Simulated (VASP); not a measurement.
# LiF (P6_3mc) in VASP: a series of runs, part 2 of 2

VASP 6.6.1.

**4. Single point, LDA**

This run uses another cell than the first one, of the same volume but with other edges.

File INCAR:

```
SYSTEM = LiF
  ALGO = Normal
  EDIFF = 1E-6
  ENCUT = 520
  ISIF = 2
  ISMEAR = 0
  LASPH = .TRUE.
  LCHARG = .FALSE.
  LREAL = .FALSE.
  LWAVE = .FALSE.
  NBANDS = 18
  NELM = 80
  PREC = Accurate
  SIGMA = 0.05
```

File KPOINTS:

```
k-points
0
G
  9 9 6
  0 0 0
```

File POSCAR:

```
LiF
1.0
    3.0801704379      0.0000000000      0.0000000000
   -1.5400852189      2.6675058472      0.0000000000
    0.0000000000      0.0000000000      4.5087534870
Li F
2 2
Direct
    0.3333333333      0.6666666667      0.3746202181
    0.6666666667      0.3333333333      0.8746202181
    0.3333333333      0.6666666667      0.9910195924
    0.6666666667      0.3333333333      0.4910195924
```

Potentials or basis: VASP PAW LDA potentials, release 64 (Li_sv, F).

Started as:

```
> cat potpaw_LDA.64/Li_sv/POTCAR potpaw_LDA.64/F/POTCAR > POTCAR
> mpirun -np 1 vasp_std > vasp.out
```

OUTCAR:

```text
SYSTEM = LiF
   EDIFF = 1E-6
   ENCUT = 520
   ISIF = 2
   ISMEAR = 0
   LASPH = .TRUE.
   LREAL = .FALSE.
   NELM = 80
   PREC = Accurate

 ion  position               nearest neighbor table
   1  0.333  0.667  0.375-   3 1.73   4 1.85   4 1.85   4 1.85
   2  0.667  0.333  0.875-   4 1.73   3 1.85   3 1.85   3 1.85
   3  0.333  0.667  0.991-   1 1.73   2 1.85   2 1.85   2 1.85
   4  0.667  0.333  0.491-   2 1.73   1 1.85   1 1.85   1 1.85

  LATTYP: Found a hexagonal cell.
 ALAT       =     3.0801704379
 C/A-ratio  =     1.4638000000

  Lattice vectors:

 A1 = (   3.0801704379,   0.0000000000,   0.0000000000)
 A2 = (  -1.5400852189,   2.6675058472,   0.0000000000)
 A3 = (   0.0000000000,   0.0000000000,   4.5087534870)

Analysis of symmetry for initial positions (statically):
=====================================================================
 Subroutine PRICEL returns:
 Original cell was already a primitive cell.

 Routine SETGRP: Setting up the symmetry group for a
 hexagonal supercell.

 Subroutine GETGRP returns: Found 12 space group operations
 (whereof  6 operations were pure point group operations)
 out of a pool of 24 trial point group operations.

The static configuration has the point symmetry C_3v.
 The point group associated with its full space group is C_6v.

Analysis of symmetry for dynamics (positions and initial velocities):
=====================================================================
 Subroutine PRICEL returns:
 Original cell was already a primitive cell.

 Routine SETGRP: Setting up the symmetry group for a
 hexagonal supercell.

 Subroutine GETGRP returns: Found 12 space group operations
 (whereof  6 operations were pure point group operations)
 out of a pool of 24 trial point group operations.

The dynamic configuration has the point symmetry C_3v.
 The point group associated with its full space group is C_6v.

 Subroutine INISYM returns: Found 12 space group operations
 (whereof  6 operations are pure point group operations),
 and found     1 'primitive' translations

----------------------------------------------------------------------------------------

                                     Primitive cell

  volume of cell :      37.0456

  direct lattice vectors                    reciprocal lattice vectors
     3.080170438  0.000000000  0.000000000     0.324657359  0.187441014  0.000000000
    -1.540085219  2.667505847  0.000000000     0.000000000  0.374882027  0.000000000
     0.000000000  0.000000000  4.508753487     0.000000000  0.000000000  0.221790790

  length of vectors
     3.080170438  3.080170438  4.508753487     0.374882027  0.374882027  0.221790790

  position of ions in fractional coordinates (direct lattice)
     0.333333333  0.666666667  0.374620218
     0.666666667  0.333333333  0.874620218
     0.333333333  0.666666667  0.991019592
     0.666666667  0.333333333  0.491019592

  ion indices of the primitive-cell ions
   primitive index   ion index
                 1           1
                 2           2
                 3           3
                 4           4

----------------------------------------------------------------------------------------

 KPOINTS: k-points
[... 24 lines left out ...]
            Coordinates               Weight
  0.000000  0.000000  0.000000      1.000000
  0.111111  0.000000  0.000000      6.000000
  0.222222 -0.000000  0.000000      6.000000
  0.333333  0.000000  0.000000      6.000000
  0.444444 -0.000000  0.000000      6.000000
  0.111111  0.111111  0.000000      6.000000
[... 16 lines left out ...]
  0.333333  0.222222  0.166667     24.000000
  0.333333  0.333333  0.166667      4.000000
 [... further k-points ...]
   k-points           NKPTS =     48   k-points in BZ     NKDIM =     48   number of bands    NBANDS=     18
   number of dos      NEDOS =    301   number of ions     NIONS =      4
   total plane-waves  NPLWV =  20736
   dimension x,y,z NGX =    24 NGY =   24 NGZ =   36
   dimension x,y,z NGXF=    48 NGYF=   48 NGZF=   72
   ions per type =               2   2
   NGX,Y,Z   is equivalent  to a cutoff of  12.95, 12.95, 13.27 a.u.
   NGXF,Y,Z  is equivalent  to a cutoff of  25.91, 25.91, 26.55 a.u.
 SYSTEM =  LiF
   PREC   = accura    normal or accurate (medium, high low for compatibility)
   ISTART =      0    job   : 0-new  1-cont  2-samecut
   ICHARG =      2    charge: 1-file 2-atom 10-const
   ISPIN  =      1    spin polarized calculation?
   LNONCOLLINEAR =      F non collinear calculations
   LSORBIT =      F    spin-orbit coupling
   LASPH  =      T    aspherical Exc in radial PAW
   ENCUT  =  520.0 eV  38.22 Ry    6.18 a.u.   5.73  5.73  8.38*2*pi/ulx,y,z
   NELM   =     80;   NELMIN=  2; NELMDL= -5     # of ELM steps
   EDIFF  = 0.1E-05   stopping-criterion for ELM
   LREAL  =      F    real-space projection
   EDIFFG = 0.1E-04   stopping-criterion for IOM
   NSW    =      0    number of steps for IOM
   IBRION =     -1    ionic relax: 0-MD 1-quasi-New 2-CG
   NFREE  =      0    steps in history (QN), initial steepest desc. (CG)
   ISIF   =      2    stress and relaxation
   ISYM   =      2    0-nonsym 1-usesym 2-fastsym
   POTIM  = 0.5000    time-step for ionic-motion
   TEBEG  =    0.0;   TEEND  =   0.0 temperature during run
   PSTRESS=    0.0 pullay stress
   NELECT =      20.0000    total number of electrons
   NUPDOWN=      -1.0000    fix difference up-down
   EMIN   =  10.00;   EMAX   =-10.00  energy-range for DOS
   EFERMI =   0.00;   METHOD = LEGACY
   ISMEAR =     0;   SIGMA  =   0.05  broadening in eV -4-tet -1-fermi 0-gaus
   EFERMI_NEDOS =   21; number of points for ismear=-14 and -15
   IALGO  =     38    algorithm
   IMIX   =      4    mixing-type and parameters
     AMIX     =   0.40;   BMIX     =  1.00
     AMIX_MAG =   1.60;   BMIX_MAG =  1.00
  volume/ion in A,a.u.               =       9.26        62.50
  Fermi-wavevector in a.u.,A,eV,Ry     =   1.333028  2.519058 24.177060  1.776964
  Thomas-Fermi vector in A             =   2.461918
   LORBIT       =      0    0 simple, 1 ext, 2 COOP (PROOUT), +10 PAW based schemes
   GGA     = CA    functional components
   LHFCALC =     F    Hartree Fock is set to
   AEXX    =    0.0000 exact exchange contribution
   IVDW    =     0    specifies the selected vdW correction
   LEPSILON=     F    determine dielectric tensor
   LRPA    =     F    only Hartree local field effects (RPA)
 non-spin polarized calculation
 Gauss-broadening in eV      SIGMA  =   0.05
  energy-cutoff  :      520.00
  volume of cell :       37.05
 maximum number of plane-waves:      1010
 NGX is ok and might be reduce to    24

 number of electron      19.9999976 magnetization

 Free energy of the ion-electron system (eV)
  ---------------------------------------------------
  ext. energy  EPLUGINS =         0.00000000
  ---------------------------------------------------
  free energy    TOTEN  =       -20.75803785 eV

  energy without entropy =      -20.75803785  energy(sigma->0) =      -20.75803785

 E-fermi :  -2.0111     XC(G=0):  -9.8617

 val. band max:       -2.3925157566   @ k =   0.0000   0.0000   0.0000
 cond. band min:       5.4133226136   @ k =   0.0000   0.0000   0.0000
 fundamental gap:      7.8058383702
 Fermi energy:        -2.0111433308

 k-point     1 :       0.0000    0.0000    0.0000
  band No.  band energies     occupation
      1     -41.5762      2.00000
      2     -41.4943      2.00000
      3     -21.5690      2.00000
      4     -21.2566      2.00000
      5      -4.8724      2.00000
      6      -3.0828      2.00000
[... 481 lines left out ...]
      5      -4.7410      2.00000
      6      -3.8753      2.00000
[... 10 lines left out ...]
     17      16.5547      0.00000
     18      19.0918      0.00000

 [... further k-points ...]

------------------------ aborting loop because EDIFF is reached ----------------------------------------

  FORCE on cell =-STRESS in cart. coord.  units (eV):
  Direction    XX          YY          ZZ          XY          YZ          ZX
  --------------------------------------------------------------------------------------
  -------------------------------------------------------------------------------------
  Total       -0.5933541     -0.5933541      1.4895715     -0.0000000     -0.0000000      0.0000000
  in kB      -25.6618451    -25.6618451     64.4221630     -0.0000000     -0.0000000      0.0000000
  external PRESSURE =       4.3661576 kB  Pullay stress =       0.0000000 kB

 VOLUME and BASIS-vectors are now :
 -----------------------------------------------------------------------------
  energy-cutoff  :      520.00
  volume of cell :       37.05
      direct lattice vectors                 reciprocal lattice vectors
     3.080170438  0.000000000  0.000000000     0.324657359  0.187441014  0.000000000
    -1.540085219  2.667505847  0.000000000     0.000000000  0.374882027  0.000000000
     0.000000000  0.000000000  4.508753487     0.000000000  0.000000000  0.221790790

 POSITION                                       TOTAL-FORCE (eV/Angst)
 -----------------------------------------------------------------------------------
     -0.00000      1.77834      1.68907        -0.000000      0.000000      0.505932
      1.54009      0.88917      3.94345         0.000000      0.000000      0.505932
     -0.00000      1.77834      4.46826        -0.000000      0.000000     -0.505932
      1.54009      0.88917      2.21389         0.000000     -0.000000     -0.505932
 -----------------------------------------------------------------------------------
    total drift:                                0.000000      0.000001     -0.001394

  FREE ENERGIE OF THE ION-ELECTRON SYSTEM (eV)
  ---------------------------------------------------
  free  energy   TOTEN  =       -20.7580378534 eV

  energy  without entropy=      -20.7580378534  energy(sigma->0) =      -20.75803785
```

Wall time 19 s (1 thread of Intel Xeon Platinum 8559C (Emerald Rapids), shared host); peak memory 0.14 GiB.

Results:

```
Free energy            : -20.7580 eV
Largest force          : 0.506 eV/Å
Band gap on the k mesh : 7.81 eV
```

Forces in eV/Å, atoms in the order of the input:
```
Li   0.000  0.000  0.506
Li   0.000  0.000  0.506
F    0.000  0.000 -0.506
F    0.000  0.000 -0.506
```

Caveat: the cutoff is under 1.25 times the usual one of these potentials, so pressure, stress and relaxed cells hold a basis-set (Pulay) error. A k mesh can miss the band edges.

**5. Single point, LDA**

File INCAR:

```
SYSTEM = LiF
ALGO     = Normal         ! electronic algorithm
EDIFF    = 1E-7           ! SCF threshold, eV
ENCUT    = 520            ! plane-wave cutoff, eV
GGA      = CA             ! functional
ISIF     = 2              ! what is computed and relaxed
ISMEAR   = 0              ! smearing method
LASPH    = .True.         ! aspherical terms in the spheres
LCHARG   = .True.         ! write CHGCAR
LELF     = .True.         ! ELF
LREAL    = .False.        ! projectors in reciprocal space
LVHAR    = .True.       
LWAVE    = .False.        ! write WAVECAR
NBANDS   = 18             ! bands
NELM     = 80             ! most SCF steps
PREC     = Accurate       ! precision mode
SIGMA    = 0.05           ! smearing width, eV
```

File KPOINTS:

```
k-points
0
Gamma
  9 9 6
  0 0 0
```

File POSCAR:

```
LiF
1.0
    2.9830981508      0.0000000000      0.0000000000
   -1.4915490754      2.5834387805      0.0000000000
    0.0000000000      0.0000000000      4.8069643601
Li F
2 2
Direct
    0.3333333333      0.6666666667      0.3371874601
    0.6666666667      0.3333333333      0.8371874601
    0.3333333333      0.6666666667      0.9910195924
    0.6666666667      0.3333333333      0.4910195924
```

Potentials or basis: VASP PAW LDA potentials, release 64 (Li_sv, F).

Started as:

```
> cat potpaw_LDA.64/Li_sv/POTCAR potpaw_LDA.64/F/POTCAR > POTCAR
> mpirun -np 1 vasp_std > vasp.out
```

OUTCAR:

```text
SYSTEM = LiF
   EDIFF = 1E-7
   ENCUT = 520
   GGA = CA
   ISIF = 2
   ISMEAR = 0
   LASPH = .True.
   LREAL = .False.
   NELM = 80
   PREC = Accurate

 ion  position               nearest neighbor table
   1  0.333  0.667  0.337-   3 1.66   4 1.87   4 1.87   4 1.87
   2  0.667  0.333  0.837-   4 1.66   3 1.87   3 1.87   3 1.87
   3  0.333  0.667  0.991-   1 1.66   2 1.87   2 1.87   2 1.87
   4  0.667  0.333  0.491-   2 1.66   1 1.87   1 1.87   1 1.87

  LATTYP: Found a hexagonal cell.
[... 704 lines left out ...]

  FORCE on cell =-STRESS in cart. coord.  units (eV):
  Direction    XX          YY          ZZ          XY          YZ          ZX
  --------------------------------------------------------------------------------------
  -------------------------------------------------------------------------------------
  Total       -0.5253004     -0.5253004      2.2978307      0.0000000      0.0000000      0.0000000
  in kB      -22.7186078    -22.7186078     99.3783993      0.0000000      0.0000000      0.0000000
  external PRESSURE =      17.9803945 kB  Pullay stress =       0.0000000 kB

 VOLUME and BASIS-vectors are now :
 -----------------------------------------------------------------------------
  energy-cutoff  :      520.00
  volume of cell :       37.05
      direct lattice vectors                 reciprocal lattice vectors
     2.983098151  0.000000000  0.000000000     0.335221957  0.193540487  0.000000000
    -1.491549075  2.583438780  0.000000000     0.000000000  0.387080974  0.000000000
     0.000000000  0.000000000  4.806964360     0.000000000  0.000000000  0.208031499

 POSITION                                       TOTAL-FORCE (eV/Angst)
 -----------------------------------------------------------------------------------
     -0.00000      1.72229      1.62085        -0.000000     -0.000000      1.079257
      1.49155      0.86115      4.02433         0.000000     -0.000000      1.079257
     -0.00000      1.72229      4.76380         0.000000     -0.000000     -1.079257
      1.49155      0.86115      2.36031        -0.000000      0.000000     -1.079257
 -----------------------------------------------------------------------------------
    total drift:                               -0.000000     -0.000001      0.002882

  FREE ENERGIE OF THE ION-ELECTRON SYSTEM (eV)
  ---------------------------------------------------
  free  energy   TOTEN  =       -20.6524545699 eV

  energy  without entropy=      -20.6524545699  energy(sigma->0) =      -20.65245457
```

OSZICAR:

```text
N       E                     dE             d eps       ncg     rms          rms(c)
DAV:   1     0.116485080239E+03    0.11649E+03   -0.11028E+04  1728   0.121E+03
DAV:   2    -0.119259702801E+02   -0.12841E+03   -0.12574E+03  1984   0.298E+02
DAV:   3    -0.220207917644E+02   -0.10095E+02   -0.10036E+02  3164   0.615E+01
DAV:   4    -0.221022210233E+02   -0.81429E-01   -0.81358E-01  2158   0.745E+00
DAV:   5    -0.221032043726E+02   -0.98335E-03   -0.98318E-03  2382   0.623E-01    0.707E+00
DAV:   6    -0.206794674593E+02    0.14237E+01   -0.37414E+00  1828   0.148E+01    0.218E+00
DAV:   7    -0.206617365978E+02    0.17731E-01   -0.13059E-01  1968   0.256E+00    0.140E+00
DAV:   8    -0.206533704655E+02    0.83661E-02   -0.47319E-02  2362   0.205E+00    0.332E-01
DAV:   9    -0.206522985389E+02    0.10719E-02   -0.63486E-03  2010   0.661E-01    0.903E-02
DAV:  10    -0.206524565295E+02   -0.15799E-03   -0.34754E-04  1898   0.165E-01    0.184E-02
DAV:  11    -0.206524546171E+02    0.19125E-05   -0.17049E-05  2440   0.416E-02    0.489E-03
DAV:  12    -0.206524545900E+02    0.27090E-07   -0.11247E-06  2346   0.107E-02    0.179E-03
DAV:  13    -0.206524545699E+02    0.20079E-07   -0.13156E-07  1646   0.324E-03
   1 F= -.20652455E+02 E0= -.20652455E+02  d E =-.818641E-14
```

It took 16 s on 1 thread of Intel Xeon Platinum 8559C (Emerald Rapids), shared host; peak memory 0.15 GiB.

What came out:

| Property | Result |
| --- | --- |
| Free energy | -20.6525 eV |
| Largest force | 1.079 eV/Å |
| Band gap on the k mesh | 7.87 eV |

Forces in eV/Å, atoms in the order of the input:
```
Li   0.000  0.000  1.079
Li   0.000  0.000  1.079
F    0.000  0.000 -1.079
F    0.000  0.000 -1.079
```

Levels at points of the mesh, in eV from the valence-band top:
| k point | band 8 | band 9 | band 10 | band 11 | band 12 | band 13 |
| --- | --- | --- | --- | --- | --- | --- |
| (0.00, 0.00, 0.00) | -0.28 | 0.00 | 0.00 | 7.87 | 12.04 | 15.27 |
| (0.00, 0.00, 0.50) | -0.17 | -0.17 | -0.17 | 9.41 | 9.41 | 17.93 |

Caveat: the cutoff is under 1.25 times the usual one of these potentials, so pressure, stress and relaxed cells hold a basis-set (Pulay) error; forces of over 1 eV/Å act on the atoms, so gaps and moduli don't describe the material at rest. A k mesh can miss the band edges.

**6. Summary**

```tsv
cell	gap on the mesh (eV)	largest force (eV/Å)
a = 2.983, b = 2.983, c = 4.807 Å, angles 90.0, 90.0, 120.0°, 4 atoms, atomic positions A	7.65	0.39
a = 3.014, b = 3.014, c = 4.709 Å, angles 90.0, 90.0, 120.0°, 4 atoms, atomic positions A	7.62	0.34
a = 3.080, b = 3.080, c = 4.509 Å, angles 90.0, 90.0, 120.0°, 4 atoms, atomic positions B	7.81	0.51
a = 2.983, b = 2.983, c = 4.807 Å, angles 90.0, 90.0, 120.0°, 4 atoms, atomic positions C	7.87	1.08
```

Alike in all rows: task single point; level LDA; potentials or basis VASP PAW LDA potentials, release 64 (Li_sv, F); no spin polarisation; k mesh 9 × 9 × 6; cutoff (eV) 520; smearing gaussian 0.05 eV.

Caveats: the cutoff is under 1.25 times the usual one of these potentials, so pressure, stress and relaxed cells hold a basis-set (Pulay) error; forces of over 1 eV/Å act on the atoms, so gaps and moduli don't describe the material at rest (at least some runs).

Absolute energies hang on the potentials; compare differences alone.
